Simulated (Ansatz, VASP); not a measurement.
## One calculation of AlSn, two programs

```
CELL_PARAMETERS angstrom
4.28044 0.00000 0.00000
-2.14022 3.70697 0.00000
0.00000 0.00000 3.37170
ATOMIC_POSITIONS crystal
Sn 0.33333 0.66667 0.50000
Al 0.00000 0.00000 0.00000
```

Alike in both runs: task single point; functional HSE06; k mesh 4 × 4 × 6; occupations fermi-dirac, width 0.05 eV; no spin polarisation.

```csv
,VASP,Ansatz
version,VASP 6.6.1,Ansatz 0.2.0
potentials or method,"VASP PAW PBE potentials, release 64 (Sn_d, Al)",Ansatz PAW
plane-wave cutoff (eV),520,420
valence electrons in the cell,17,17
```

Ansatz gave:

| Item | Value |
| --- | --- |
| gap on the k mesh at the Fermi level (eV) | none |
| pressure (GPa) | -3.6 |
| traceless stress, the component that is largest in VASP (GPa) | -0.10 |

Q: What did VASP give for the same quantities?

A: gap on the k mesh at the Fermi level (eV): none; pressure (GPa): -3.6; traceless stress, the component that is largest in VASP (GPa): -0.12.

A gap of «none» marks a metal or a gap that the smearing closes.

The k mesh is coarse, so the values compare programs but aren't converged.
